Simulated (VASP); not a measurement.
# CdS (zincblende type) (F-43m) in VASP: relaxation of cell and atoms with PBE

Aim: the relaxation of cell and atoms of CdS (zincblende type) with PBE.

All numbers are computed with VASP 6.6.1; they aren't measurements. Logs are shortened: lines on timing, memory, paths and dates and some standing lists are left out, and cuts for length are marked.

**1. The cell of the first run**

It takes space group F-43m (No. 216, cubic). The conventional cell has a = 5.643 Å, b = 5.643 Å, c = 5.643 Å, α = 90.00°, β = 90.00°, γ = 90.00°. Within 3.2 Å of Cd (site symmetry -43m) lie 4 S at 2.44 Å. Within 3.2 Å of S (site symmetry -43m) lie 4 Cd at 2.44 Å.

**2. Relaxation of cell and atoms, PBE, target pressure 11 GPa, at which the enthalpy is minimised**

Contents of INCAR:

```
ALGO = Normal
EDIFF = 1E-6
EDIFFG = -0.005
ENCUT = 600
GGA = PE
IBRION = 2
ISIF = 3
ISMEAR = -1
LASPH = T
LCHARG = F
LREAL = F
LWAVE = F
NELM = 100
NSW = 32
PREC = Accurate
PSTRESS = 110.0
SIGMA = 0.05
```

Contents of KPOINTS:

```
k-points
0
Gamma
  12 12 12
```

Contents of POSCAR:

```
CdS
1.0
    0.0000000000      2.8215437219      2.8215437219
    2.8215437219      0.0000000000      2.8215437219
    2.8215437219      2.8215437219      0.0000000000
Cd S
1 1
Direct
    0.0000000000      0.0000000000      0.0000000000
    0.2500000000      0.2500000000      0.2500000000
```

Potentials or basis: VASP PAW PBE potentials, release 64 (Cd, S).

On the command line:

```
cat potpaw_PBE.64/Cd/POTCAR potpaw_PBE.64/S/POTCAR > POTCAR
mpirun -np 1 vasp_std > vasp.out
```

OUTCAR:

```text
EDIFF = 1E-6
   EDIFFG = -0.005
   ENCUT = 600
   GGA = PE
   IBRION = 2
   ISIF = 3
   ISMEAR = -1
   LASPH = T
   LREAL = F
   NELM = 100
   NSW = 32
   PREC = Accurate
   PSTRESS = 110.0

 ion  position               nearest neighbor table
   1  0.000  0.000  0.000-   2 2.44   2 2.44   2 2.44   2 2.44
   2  0.250  0.250  0.250-   1 2.44   1 2.44   1 2.44   1 2.44

  LATTYP: Found a face centered cubic cell.
 ALAT       =     5.6430874438

  Lattice vectors:

 A1 = (   0.0000000000,   2.8215437219,   2.8215437219)
 A2 = (   2.8215437219,   0.0000000000,   2.8215437219)
 A3 = (   2.8215437219,   2.8215437219,   0.0000000000)

Analysis of symmetry for initial positions (statically):
=====================================================================
 Subroutine PRICEL returns:
 Original cell was already a primitive cell.

 Routine SETGRP: Setting up the symmetry group for a
 face centered cubic supercell.

 Subroutine GETGRP returns: Found 24 space group operations
 (whereof 24 operations were pure point group operations)
 out of a pool of 48 trial point group operations.

The static configuration has the point symmetry T_d .

Analysis of symmetry for dynamics (positions and initial velocities):
=====================================================================
 Subroutine PRICEL returns:
 Original cell was already a primitive cell.

 Routine SETGRP: Setting up the symmetry group for a
 face centered cubic supercell.

 Subroutine GETGRP returns: Found 24 space group operations
 (whereof 24 operations were pure point group operations)
 out of a pool of 48 trial point group operations.

The dynamic configuration has the point symmetry T_d .

 Subroutine INISYM returns: Found 24 space group operations
 (whereof 24 operations are pure point group operations),
 and found     1 'primitive' translations

----------------------------------------------------------------------------------------

                                     Primitive cell

  volume of cell :      44.9252

  direct lattice vectors                    reciprocal lattice vectors
     0.000000000  2.821543722  2.821543722    -0.177207958  0.177207958  0.177207958
     2.821543722  0.000000000  2.821543722     0.177207958 -0.177207958  0.177207958
     2.821543722  2.821543722  0.000000000     0.177207958  0.177207958 -0.177207958

  length of vectors
     3.990265398  3.990265398  3.990265398     0.306933186  0.306933186  0.306933186

  position of ions in fractional coordinates (direct lattice)
[... 97 lines left out ...]
   IMIX   =      4    mixing-type and parameters
     AMIX     =   0.40;   BMIX     =  1.00
     AMIX_MAG =   1.60;   BMIX_MAG =  1.00
  volume/ion in A,a.u.               =      22.46       151.59
  Fermi-wavevector in a.u.,A,eV,Ry     =   1.206893  2.280698 19.818130  1.456591
  Thomas-Fermi vector in A             =   2.342547
   LORBIT       =      0    0 simple, 1 ext, 2 COOP (PROOUT), +10 PAW based schemes
   GGA     = PE    functional components
   LHFCALC =     F    Hartree Fock is set to
   AEXX    =    0.0000 exact exchange contribution
   IVDW    =     0    specifies the selected vdW correction
   LEPSILON=     F    determine dielectric tensor
   LRPA    =     F    only Hartree local field effects (RPA)
 conjugate gradient relaxation of ions
 non-spin polarized calculation
  energy-cutoff  :      600.00
  volume of cell :       44.93
 maximum number of plane-waves:      1524
   NGX = 15   NGY = 15   NGZ = 15

--------------------------------------- Ionic step        1  -------------------------------------------

 number of electron      18.0000003 magnetization

 Free energy of the ion-electron system (eV)
  ---------------------------------------------------
  ext. energy  EPLUGINS =         0.00000000
  ---------------------------------------------------
  free energy    TOTEN  =        -5.91508352 eV

  energy without entropy =       -5.91508351  energy(sigma->0) =       -5.91508352

------------------------ aborting loop because EDIFF is reached ----------------------------------------

  FORCE on cell =-STRESS in cart. coord.  units (eV):
  Direction    XX          YY          ZZ          XY          YZ          ZX
  --------------------------------------------------------------------------------------
  -------------------------------------------------------------------------------------
  Total        3.2306236      3.2306236      3.2306236      0.0000000     -0.0000000      0.0000000
  in kB      115.2143568    115.2143568    115.2143568      0.0000000     -0.0000000      0.0000000
  external PRESSURE =       5.2143568 kB  Pullay stress =     110.0000000 kB
[... 63 lines left out ...]
--------------------------------------- Ionic step        3  -------------------------------------------

 number of electron      18.0000002 magnetization

 Free energy of the ion-electron system (eV)
  ---------------------------------------------------
  ext. energy  EPLUGINS =         0.00000000
  ---------------------------------------------------
  free energy    TOTEN  =        -5.93136513 eV

  energy without entropy =       -5.93136512  energy(sigma->0) =       -5.93136512

 E-fermi :   2.9101     XC(G=0):  -9.5992

 val. band max:        2.1790553869   @ k =   0.0000   0.0000   0.0000
 cond. band min:       3.5283318346   @ k =   0.0000   0.0000   0.0000
 fundamental gap:      1.3492764477
 Fermi energy:         2.9101127200

 k-point     1 :       0.0000    0.0000    0.0000
  band No.  band energies     occupation
      1     -10.8220      2.00000
      2      -5.9541      2.00000
      3      -5.9541      2.00000
      4      -5.9541      2.00000
      5      -5.3330      2.00000
      6      -5.3330      2.00000
      7       2.1791      2.00000
      8       2.1791      2.00000
      9       2.1791      2.00000
     10       3.5283      0.00001
     11       8.6788      0.00000
     12       8.6788      0.00000
     13       8.6788      0.00000
[... 354 lines left out ...]
  band No.  band energies     occupation
      1     -10.2551      2.00000
      2      -5.7734      2.00000
      3      -5.7348      2.00000
      4      -5.3433      2.00000
      5      -5.2993      2.00000
      6      -4.7896      2.00000
      7      -2.5796      2.00000
      8       0.2635      2.00000
      9       1.0420      2.00000
     10       6.3114      0.00000
     11       8.2415      0.00000
     12       9.7749      0.00000
     13      10.1421      0.00000

 [... further k-points ...]

------------------------ aborting loop because EDIFF is reached ----------------------------------------

  FORCE on cell =-STRESS in cart. coord.  units (eV):
  Direction    XX          YY          ZZ          XY          YZ          ZX
  --------------------------------------------------------------------------------------
  -------------------------------------------------------------------------------------
  Total        3.1002038      3.1002038      3.1002038      0.0000000     -0.0000000      0.0000000
  in kB      109.9955706    109.9955706    109.9955706      0.0000000     -0.0000000      0.0000000
  external PRESSURE =      -0.0044294 kB  Pullay stress =     110.0000000 kB
[... 21 lines left out ...]
  energy  without entropy=       -5.9313651186  energy(sigma->0) =       -5.93136512

  enthalpy is  TOTEN    =        -2.8310365011 eV   P V=        3.1003286251

 reached required accuracy - stopping structural energy minimisation
```

It took 92 s on 1 thread of Intel Xeon Platinum 8259CL at 2.50GHz (Skylake/Cascade Lake), shared host; peak memory 0.22 GiB.

What came out:

| Property | Result |
| --- | --- |
| Free energy | -5.9314 eV |
| Relaxed volume | 22.58 Å³/atom |
| Relaxed cell | a = 3.997 Å, b = 3.997 Å, c = 3.997 Å, α = 60.00°, β = 60.00°, γ = 60.00° |
| Space group after relaxing (to 0.1 Å) | F-43m (No. 216) |
| Energy change on relaxing (the run minimises the enthalpy) | -8.1 meV/atom |
| Ionic steps | 3 |
| Pressure after relaxing | 11.0 GPa |
| Band gap on the k mesh | 1.35 eV |

Step by step:
| step | energy change (eV) | largest force (eV/Å) | pressure (GPa) | volume (Å³) |
| --- | --- | --- | --- | --- |
| 1 | 0.0000 | 0.0000 | 11.52 | 44.93 |
| 2 | -0.0327 | 0.0000 | 10.43 | 45.40 |
| 3 | -0.0163 | 0.0000 | 11.00 | 45.16 |

Final structure:
```cif
data_structure
_symmetry_space_group_name_H-M 'P 1'
_symmetry_Int_Tables_number 1
_cell_length_a 3.9971
_cell_length_b 3.9971
_cell_length_c 3.9971
_cell_angle_alpha 60.000
_cell_angle_beta 60.000
_cell_angle_gamma 60.000
_cell_volume 45.16
loop_
_atom_site_label
_atom_site_type_symbol
_atom_site_fract_x
_atom_site_fract_y
_atom_site_fract_z
_atom_site_occupancy
Cd1 Cd 0.00000 0.00000 0.00000 1
S1 S 0.25000 0.25000 0.25000 1
```

Levels at points of the mesh, in eV from the valence-band top:
```
           k point  band 6  band 7  band 8  band 9  band 10  band 11  band 12  band 13
(0.00, 0.00, 0.00)   -7.51    0.00    0.00    0.00     1.35     6.50     6.50     6.50
(0.50, 0.00, 0.00)   -7.04   -5.02   -0.90   -0.90     3.14     6.99     6.99     7.74
(0.50, 0.50, 0.00)   -6.97   -4.39   -2.23   -2.23     3.38     4.43     9.66    11.35
```

Caveat: the cell is relaxed towards a set pressure, so the run minimises the enthalpy, not the energy.
